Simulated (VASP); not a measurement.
ZnSe, 2 atoms in the cell. It takes space group F-43m (No. 216, cubic). The conventional cell has a = 5.563 Å, b = 5.563 Å, c = 5.563 Å, α = 90.00°, β = 90.00°, γ = 90.00°. Within 3.2 Å of Zn (site symmetry -43m) lie 4 Se at 2.41 Å. Within 3.2 Å of Se (site symmetry -43m) lie 4 Zn at 2.41 Å. 

```yaml
Program: VASP 6.6.1
Task: single point
Functional: r2SCAN
Potentials_or_basis: VASP PAW PBE potentials, release 64 (Zn, Se)
Cutoff: 520 eV
k_mesh: 8 × 8 × 8
Occupations: gaussian, width 0.01 eV
Spin: no spin polarisation
Dipole_correction: no
Further_INCAR_settings: ALGO = Normal; EDIFF = 1e-06; NBANDS = 16
```

Potentials or basis: VASP PAW PBE potentials, release 64 (Zn, Se).

The run is started by

```bash
$ cat potpaw_PBE.64/Zn/POTCAR potpaw_PBE.64/Se/POTCAR > POTCAR
$ cp INCAR.step1 INCAR
$ mpirun -np 1 vasp_std > vasp.out
$ cp INCAR.step2 INCAR
$ mpirun -np 1 vasp_std > vasp.out
```

Hardware: 1 thread of Intel(R) Xeon(R) Platinum 8259CL CPU @ 2.50GHz (Skylake/Cascade Lake) (shared host).

Problem. How long does it take, and how much memory?

Solution. Run time: 80 s on 1 thread of Intel(R) Xeon(R) Platinum 8259CL CPU @ 2.50GHz (Skylake/Cascade Lake), on a shared host, peak memory 0.18 GiB. Counts: k points 29.
